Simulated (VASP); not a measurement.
Write the native input for VASP 6.6.1 that does the following.

* Task: single point
* Functional: PBE
* Potentials or basis: VASP PAW PBE potentials, release 64 (Al, N)
* Cutoff: 520 eV
* k mesh: 12 × 12 × 6
* Occupations: gaussian, width 0.02 eV
* Spin: no spin polarisation
* Dipole correction: no
* Further INCAR settings: ALGO = Normal; EDIFF = 1e-07; NBANDS = 16

The structure of AlN lies in POSCAR:

```
AlN
1.0
    3.1771615463      0.0000000000      0.0000000000
   -1.5885807732      2.7515026110      0.0000000000
    0.0000000000      0.0000000000      4.9728809320
Al N
2 2
Direct
    0.6666666667      0.3333333333      0.4992342259
    0.3333333333      0.6666666667      0.9992342259
    0.6666666667      0.3333333333      0.8807657741
    0.3333333333      0.6666666667      0.3807657741
```

This cell differs from its parent crystal: biaxial strain in the a-b plane: +1.5 %.

The input as run:

INCAR

```
  PREC = Accurate
  ENCUT = 520
  EDIFF = 1E-7
  ISMEAR = 0
  SIGMA = 0.02
  LREAL = False
  LASPH = True
  NELM = 60
  ALGO = Normal
  ISIF = 2
  LWAVE = False
  LCHARG = False
  GGA = PE
  NBANDS = 16
```

KPOINTS

```
regular mesh
0
Gamma
  12 12 6
```

Potentials or basis: VASP PAW PBE potentials, release 64 (Al, N).

Launch:

```console
$ cat potpaw_PBE.64/Al/POTCAR potpaw_PBE.64/N/POTCAR > POTCAR
$ mpirun -np 1 vasp_std > vasp.out
```

It gave:

```yaml
Pressure: -4.2 GPa
Largest_force: 0.248 eV/Å
Band_gap_on_the_k_mesh: 3.81 eV
```

Caveat: the cell differs from its parent crystal (biaxial strain in the a-b plane: +1.5 %); the cell stands under tension.

Run time: 56 s on 1 thread of Intel Xeon 8259CL, on a shared host, peak memory 0.18 GiB.
